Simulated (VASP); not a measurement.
Here is a VASP 6.6.1 calculation.

INCAR

```
SYSTEM = CuO
PREC = Accurate ; ENCUT = 520
EDIFF = 1E-7 ; ISMEAR = -1
SIGMA = 0.05 ; LREAL = .FALSE.
LASPH = .TRUE. ; NELM = 120
ALGO = Normal ; ISIF = 2
LWAVE = .FALSE. ; LCHARG = .FALSE.
GGA = PE ; IBRION = 2
NSW = 60 ; EDIFFG = -0.01
GGA_COMPAT = .FALSE. ; NELMIN = 4
```

File KPOINTS:

```
Automatic mesh
0
G
  8 8 5
  0 0 0
```

POSCAR

```
CuO
1.0
    2.3332935000     -1.6995907500      0.0000000000
    2.3504065000      1.7230092500      0.0000000000
   -0.8500274268     -0.0042501371      5.0578693947
Cu O
2 2
Direct
    0.5000000000      0.0000000000      0.5000000000
    0.0000000000      0.5000000000      0.0000000000
    0.4184000000      0.5816000000      0.7500000000
    0.5816000000      0.4184000000      0.2500000000
```

Potentials or basis: VASP PAW PBE potentials, release 64 (Cu, O).

The run is started by

```bash
$ cat potpaw_PBE.64/Cu/POTCAR potpaw_PBE.64/O/POTCAR > POTCAR
$ mpirun -np 1 vasp_std > vasp.out
```

Question: Predict the energy gained by relaxing.

Answer: 2.4 meV/atom.

Question: Predict the band gap on the k mesh.

Answer: Zero (band 17 reaches 5.96 eV, above the bottom of band 18 at 5.45 eV).

Final structure:
```yaml
crystal:
  lattice:
    - [2.33329, -1.69959, 0.00000]
    - [2.35041, 1.72301, 0.00000]
    - [-0.85003, -0.00425, 5.05787]
  atoms:
    - { symbol: Cu, position: [0.50000, 0.00000, 0.50000] }
    - { symbol: Cu, position: [0.00000, 0.50000, 0.00000] }
    - { symbol: O, position: [0.43019, 0.56869, 0.74956] }
    - { symbol: O, position: [0.56981, 0.43131, 0.25044] }
```

Caveat: semilocal functionals often make such compounds metallic where correlation or magnetic order opens a gap, which also shifts bond lengths. With open d or f shells a metallic result of PBE can be an artefact of self-interaction; +U or a hybrid may open a gap.
